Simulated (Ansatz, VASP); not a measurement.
## One calculation of Os, two programs

File INCAR:

```
SYSTEM = Os
PREC     = Accurate       ! precision mode
ENCUT    = 520            ! plane-wave cutoff, eV
EDIFF    = 1E-6           ! SCF threshold, eV
ISMEAR   = 0              ! smearing method
SIGMA    = 0.15           ! smearing width, eV
LREAL    = .False.        ! projectors in reciprocal space
LASPH    = .True.         ! aspherical terms in the spheres
NELM     = 80             ! most SCF steps
ALGO     = Fast           ! electronic algorithm
ISIF     = 2              ! what is computed and relaxed
LWAVE    = .False.        ! write WAVECAR
LCHARG   = .False.        ! write CHGCAR
GGA      = PE             ! functional
NBANDS   = 15             ! bands
```

Contents of KPOINTS:

```
regular mesh
0
Gamma
  18 18 12
  0 0 0
```

POSCAR

```
Os
1.0
    2.5153719775      0.0000000000      0.0000000000
   -1.2576859888      2.1783760324      0.0000000000
    0.0000000000      0.0000000000      3.9741240000
Os
2
Direct
    0.3333333333      0.6666666667      0.2500000000
    0.6666666667      0.3333333333      0.7500000000
```

Input for Ansatz:

```yaml
crystal:
  lattice:
    - [2.5153719775, 0.0, 0.0]
    - [-1.2576859888, 2.1783760324, 0.0]
    - [0.0, 0.0, 3.974124]
  atoms:
    - { symbol: Os, position: [0.3333333333, 0.6666666667, 0.25] }
    - { symbol: Os, position: [0.6666666667, 0.3333333333, 0.75] }
basis:
  ecutwfc: 420
kpoints:
  mp_grid: { grid: [18, 18, 12] }
hamiltonian:
  xc: pbe
scf:
  occupations: { method: gaussian, width: 0.15 }
output:
  forces: true
  stress: true
  eigenvalues: true
```

Change from the starting cell: strain -0.080 along x and y, -0.080 along z, atoms carried along.

Alike in both runs: task single point; functional PBE; k mesh 18 × 18 × 12; occupations gaussian, width 0.15 eV; no spin polarisation.

|  | VASP | Ansatz |
| --- | --- | --- |
| version | VASP 6.6.1 | Ansatz 0.2.0 |
| potentials or method | VASP PAW PBE potentials, release 64 (Os), cutoff 520 eV | scalar-relativistic, plane waves, PAW |
| valence electrons in the cell | 16 | 32 |

|  | VASP | Ansatz | Ansatz less VASP |
| --- | --- | --- | --- |
| gap on the k mesh at the Fermi level (eV) | none | none | - |
| pressure (GPa) | 211.0 | 202.9 | -8.11 |
| traceless stress, the component that is largest in VASP (GPa) | 8.63 | 8.80 | +0.163 |

A gap of «none» marks a metal or a gap that the smearing closes. Both programs put the cell under a high pressure, so it lies far from rest at this level. The functional is the same, so the differences come from potentials, cutoffs and numerics. VASP's potentials hold 16 valence electrons a cell and Ansatz's 32, so a difference there can come from the potentials and not from the codes.

Neither program's run includes spin-orbit coupling. Noted on VASP's run: the cell as given lies far from equilibrium.
